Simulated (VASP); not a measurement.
# HgTe (zincblende type) (F-43m) in VASP: notebook

HgTe (zincblende type) is run at these levels: PBE; tasks: single point.

Program: VASP 6.6.1. These are calculated values, not measurements. Logs are shortened: lines on timing, memory, paths and dates and some standing lists are left out, and cuts for length are marked.

### Step 1. The cell of the first run

Symmetry: F-43m, No. 216, cubic system. Conventional cell: a = 5.450 Å, b = 5.450 Å, c = 5.450 Å, α = 90.00°, β = 90.00°, γ = 90.00°. Within 3.1 Å of Hg (site symmetry -43m) lie 4 Te at 2.36 Å. Within 3.1 Å of Te (site symmetry -43m) lie 4 Hg at 2.36 Å.

### Step 2. Single point, PBE (volume scaled by 0.55)

INCAR reads:

```
  PREC = Accurate
  ENCUT = 520
  EDIFF = 1E-6
  ISMEAR = -1
  SIGMA = 0.05
  LREAL = False
  LASPH = True
  NELM = 60
  ALGO = Normal
  ISIF = 2
  LWAVE = False
  LCHARG = False
  GGA = PE
  NBANDS = 16
```

KPOINTS reads:

```
Automatic mesh
0
Gamma
  11 11 11
```

POSCAR reads:

```
HgTe
1.0
    0.0000000000      2.7249518544      2.7249518544
    2.7249518544      0.0000000000      2.7249518544
    2.7249518544      2.7249518544      0.0000000000
Hg Te
1 1
Direct
    0.0000000000      0.0000000000      0.0000000000
    0.2500000000      0.2500000000      0.2500000000
```

Potentials or basis: VASP PAW PBE potentials, release 64 (Hg, Te).

On the command line:

```console
> cat potpaw_PBE.64/Hg/POTCAR potpaw_PBE.64/Te/POTCAR > POTCAR
> mpirun -np 1 vasp_std > vasp.out
```

OUTCAR:

```text
PREC = Accurate
   ENCUT = 520
   EDIFF = 1E-6
   ISMEAR = -1
   LREAL = False
   LASPH = True
   NELM = 60
   ISIF = 2
   GGA = PE

 ion  position               nearest neighbor table
   1  0.000  0.000  0.000-   2 2.36   2 2.36   2 2.36   2 2.36
   2  0.250  0.250  0.250-   1 2.36   1 2.36   1 2.36   1 2.36

  LATTYP: Found a face centered cubic cell.
 ALAT       =     5.4499037088

  Lattice vectors:

 A1 = (   0.0000000000,   2.7249518544,   2.7249518544)
 A2 = (   2.7249518544,   0.0000000000,   2.7249518544)
 A3 = (   2.7249518544,   2.7249518544,   0.0000000000)

Analysis of symmetry for initial positions (statically):
=====================================================================
 Subroutine PRICEL returns:
 Original cell was already a primitive cell.

 Routine SETGRP: Setting up the symmetry group for a
 face centered cubic supercell.

 Subroutine GETGRP returns: Found 24 space group operations
 (whereof 24 operations were pure point group operations)
 out of a pool of 48 trial point group operations.

The static configuration has the point symmetry T_d .

Analysis of symmetry for dynamics (positions and initial velocities):
=====================================================================
 Subroutine PRICEL returns:
 Original cell was already a primitive cell.

 Routine SETGRP: Setting up the symmetry group for a
 face centered cubic supercell.

 Subroutine GETGRP returns: Found 24 space group operations
 (whereof 24 operations were pure point group operations)
 out of a pool of 48 trial point group operations.

The dynamic configuration has the point symmetry T_d .

 Subroutine INISYM returns: Found 24 space group operations
 (whereof 24 operations are pure point group operations),
 and found     1 'primitive' translations

----------------------------------------------------------------------------------------

                                     Primitive cell

  volume of cell :      40.4675

  direct lattice vectors                    reciprocal lattice vectors
     0.000000000  2.724951854  2.724951854    -0.183489480  0.183489480  0.183489480
     2.724951854  0.000000000  2.724951854     0.183489480 -0.183489480  0.183489480
     2.724951854  2.724951854  0.000000000     0.183489480  0.183489480 -0.183489480

  length of vectors
     3.853663869  3.853663869  3.853663869     0.317813103  0.317813103  0.317813103

  position of ions in fractional coordinates (direct lattice)
     0.000000000  0.000000000  0.000000000
     0.250000000  0.250000000  0.250000000

  ion indices of the primitive-cell ions
   primitive index   ion index
                 1           1
                 2           2

----------------------------------------------------------------------------------------

 KPOINTS: Automatic mesh

Automatic generation of k-mesh.
 Grid dimensions read from file:
 generate k-points for:   11   11   11

 Generating k-lattice:

  Cartesian coordinates                     Fractional coordinates (reciprocal lattice)
    -0.016680862  0.016680862  0.016680862     0.090909091  0.000000000  0.000000000
     0.016680862 -0.016680862  0.016680862     0.000000000  0.090909091  0.000000000
     0.016680862  0.016680862 -0.016680862     0.000000000  0.000000000  0.090909091

  Length of vectors
     0.028892100  0.028892100  0.028892100

  Shift w.r.t. Gamma in fractional coordinates (k-lattice)
     0.000000000  0.000000000  0.000000000

 Subroutine IBZKPT returns following result:
 ===========================================

 Found     56 irreducible k-points:

 Following reciprocal coordinates:
            Coordinates               Weight
  0.000000  0.000000  0.000000      1.000000
  0.090909  0.000000  0.000000      8.000000
  0.181818  0.000000  0.000000      8.000000
  0.272727  0.000000  0.000000      8.000000
  0.363636  0.000000  0.000000      8.000000
  0.454545  0.000000  0.000000      8.000000
[... 16 lines left out ...]
 -0.272727  0.181818  0.000000     24.000000
 -0.181818  0.181818  0.000000     12.000000
 [... further k-points ...]
   k-points           NKPTS =     56   k-points in BZ     NKDIM =     56   number of bands    NBANDS=     16
   number of dos      NEDOS =    301   number of ions     NIONS =      2
   total plane-waves  NPLWV =  27000
   dimension x,y,z NGX =    30 NGY =   30 NGZ =   30
   dimension x,y,z NGXF=    60 NGYF=   60 NGZF=   60
   ions per type =               1   1
   NGX,Y,Z   is equivalent  to a cutoff of  12.94, 12.94, 12.94 a.u.
   NGXF,Y,Z  is equivalent  to a cutoff of  25.88, 25.88, 25.88 a.u.
 SYSTEM =  unknown system
   PREC   = accura    normal or accurate (medium, high low for compatibility)
   ISTART =      0    job   : 0-new  1-cont  2-samecut
   ICHARG =      2    charge: 1-file 2-atom 10-const
   ISPIN  =      1    spin polarized calculation?
   LNONCOLLINEAR =      F non collinear calculations
   LSORBIT =      F    spin-orbit coupling
   LASPH  =      T    aspherical Exc in radial PAW
   ENCUT  =  520.0 eV  38.22 Ry    6.18 a.u.   7.17  7.17  7.17*2*pi/ulx,y,z
   NELM   =     60;   NELMIN=  2; NELMDL= -5     # of ELM steps
   EDIFF  = 0.1E-05   stopping-criterion for ELM
   LREAL  =      F    real-space projection
   EDIFFG = 0.1E-04   stopping-criterion for IOM
   NSW    =      0    number of steps for IOM
   IBRION =     -1    ionic relax: 0-MD 1-quasi-New 2-CG
   NFREE  =      0    steps in history (QN), initial steepest desc. (CG)
   ISIF   =      2    stress and relaxation
   ISYM   =      2    0-nonsym 1-usesym 2-fastsym
   POTIM  = 0.5000    time-step for ionic-motion
   TEBEG  =    0.0;   TEEND  =   0.0 temperature during run
   PSTRESS=    0.0 pullay stress
   NELECT =      18.0000    total number of electrons
   NUPDOWN=      -1.0000    fix difference up-down
   EMIN   =  10.00;   EMAX   =-10.00  energy-range for DOS
   EFERMI =   0.00;   METHOD = LEGACY
   ISMEAR =    -1;   SIGMA  =   0.05  broadening in eV -4-tet -1-fermi 0-gaus
   EFERMI_NEDOS =   21; number of points for ismear=-14 and -15
   IALGO  =     38    algorithm
   IMIX   =      4    mixing-type and parameters
     AMIX     =   0.40;   BMIX     =  1.00
     AMIX_MAG =   1.60;   BMIX_MAG =  1.00
  volume/ion in A,a.u.               =      20.23       136.54
  Fermi-wavevector in a.u.,A,eV,Ry     =   1.249674  2.361542 21.248026  1.561686
  Thomas-Fermi vector in A             =   2.383704
   LORBIT       =      0    0 simple, 1 ext, 2 COOP (PROOUT), +10 PAW based schemes
   GGA     = PE    functional components
   LHFCALC =     F    Hartree Fock is set to
   AEXX    =    0.0000 exact exchange contribution
   IVDW    =     0    specifies the selected vdW correction
   LEPSILON=     F    determine dielectric tensor
   LRPA    =     F    only Hartree local field effects (RPA)
 non-spin polarized calculation
  energy-cutoff  :      520.00
  volume of cell :       40.47
 maximum number of plane-waves:      1105
 NGX is ok and might be reduce to    30
   NGX = 15   NGY = 15   NGZ = 15

 number of electron      18.0000002 magnetization

 Free energy of the ion-electron system (eV)
  ---------------------------------------------------
  ext. energy  EPLUGINS =         0.00000000
  ---------------------------------------------------
  free energy    TOTEN  =         1.76920314 eV

  energy without entropy =        1.76927559  energy(sigma->0) =        1.76923936

 E-fermi :  10.8580     XC(G=0): -11.2793

 val. band max:       10.6838627960   @ k =   0.0000   0.0000   0.0000
 cond. band min:      11.0795866851   @ k =   0.3636   0.3636   0.0000
 fundamental gap:      0.3957238892
 Fermi energy:        10.8580193545

 k-point     1 :       0.0000    0.0000    0.0000
  band No.  band energies     occupation
      1      -6.9077      2.00000
      2      -1.4627      2.00000
      3      -1.4627      2.00000
      4      -1.4627      2.00000
      5      -0.1165      2.00000
      6      -0.1165      2.00000
[... 8 lines left out ...]
     15      19.2017      0.00000
     16      19.2017      0.00000

 k-point     2 :       0.0909    0.0000    0.0000
  band No.  band energies     occupation
      1      -6.8106      2.00000
      2      -1.4661      2.00000
      3      -1.4321      2.00000
      4      -1.4321      2.00000
      5      -0.1249      2.00000
      6      -0.1249      2.00000
[... 8 lines left out ...]
     15      18.7898      0.00000
     16      18.7898      0.00000

 k-point     3 :       0.1818    0.0000    0.0000
  band No.  band energies     occupation
      1      -6.5390      2.00000
      2      -1.4427      2.00000
      3      -1.3538      2.00000
      4      -1.3538      2.00000
      5      -0.1390      2.00000
      6      -0.1390      2.00000
[... 8 lines left out ...]
     15      18.4292      0.00000
     16      18.4292      0.00000

 k-point     4 :       0.2727    0.0000    0.0000
  band No.  band energies     occupation
      1      -6.1585      2.00000
      2      -1.2972      2.00000
      3      -1.2637      2.00000
      4      -1.2637      2.00000
      5      -0.1342      2.00000
      6      -0.1342      2.00000
[... 8 lines left out ...]
     15      18.6832      0.00000
     16      18.6832      0.00000
[... 324 lines left out ...]
 k-point    22 :      -0.3636    0.1818    0.0000
  band No.  band energies     occupation
      1      -5.4205      2.00000
      2      -1.1723      2.00000
      3      -1.0341      2.00000
      4      -0.5069      2.00000
      5      -0.1484      2.00000
      6       0.1102      2.00000
[... 8 lines left out ...]
     15      19.2236      0.00000
     16      20.5786      0.00000

 k-point    23 :      -0.2727    0.1818    0.0000
  band No.  band energies     occupation
      1      -5.6786      2.00000
      2      -1.1874      2.00000
      3      -1.1133      2.00000
      4      -0.9875      2.00000
      5      -0.2088      2.00000
      6       0.0151      2.00000
[... 8 lines left out ...]
     15      19.6770      0.00000
     16      21.4825      0.00000

 k-point    24 :      -0.1818    0.1818    0.0000
  band No.  band energies     occupation
      1      -6.0265      2.00000
      2      -1.3392      2.00000
      3      -1.2186      2.00000
      4      -1.1695      2.00000
      5      -0.2191      2.00000
      6      -0.0456      2.00000
[... 8 lines left out ...]
     15      19.7830      0.00000
     16      20.5790      0.00000

 [... further k-points ...]

------------------------ aborting loop because EDIFF is reached ----------------------------------------

  FORCE on cell =-STRESS in cart. coord.  units (eV):
  Direction    XX          YY          ZZ          XY          YZ          ZX
  --------------------------------------------------------------------------------------
  -------------------------------------------------------------------------------------
  Total       24.0591170     24.0591170     24.0591170      0.0000000      0.0000000      0.0000000
  in kB      952.5412019    952.5412019    952.5412019      0.0000000      0.0000000      0.0000000
  external PRESSURE =     952.5412019 kB  Pullay stress =       0.0000000 kB

 VOLUME and BASIS-vectors are now :
 -----------------------------------------------------------------------------
  energy-cutoff  :      520.00
  volume of cell :       40.47
      direct lattice vectors                 reciprocal lattice vectors
     0.000000000  2.724951854  2.724951854    -0.183489480  0.183489480  0.183489480
     2.724951854  0.000000000  2.724951854     0.183489480 -0.183489480  0.183489480
     2.724951854  2.724951854  0.000000000     0.183489480  0.183489480 -0.183489480

 POSITION                                       TOTAL-FORCE (eV/Angst)
 -----------------------------------------------------------------------------------
      0.00000      0.00000      0.00000         0.000000      0.000000      0.000000
      1.36248      1.36248      1.36248        -0.000000     -0.000000     -0.000000
 -----------------------------------------------------------------------------------
    total drift:                                0.000000      0.000000      0.000001

  FREE ENERGIE OF THE ION-ELECTRON SYSTEM (eV)
  ---------------------------------------------------
  free  energy   TOTEN  =         1.7692031383 eV

  energy  without entropy=        1.7692755866  energy(sigma->0) =        1.76923936
```

Run time: 38 s. Hardware: 1 thread of Intel Xeon Platinum 8259CL at 2.50GHz (Skylake/Cascade Lake), shared host; peak memory 0.19 GiB.

What came out:

```
Free energy            : 1.7692 eV
Pressure               : 95.3 GPa
Band gap on the k mesh : 0.40 eV, indirect (least direct gap 0.55 eV)
```

Caveat: spin-orbit coupling is left out, which moves the levels of the heavy elements. A k mesh can miss the band edges.

(Part 1 of 2 ends here.)
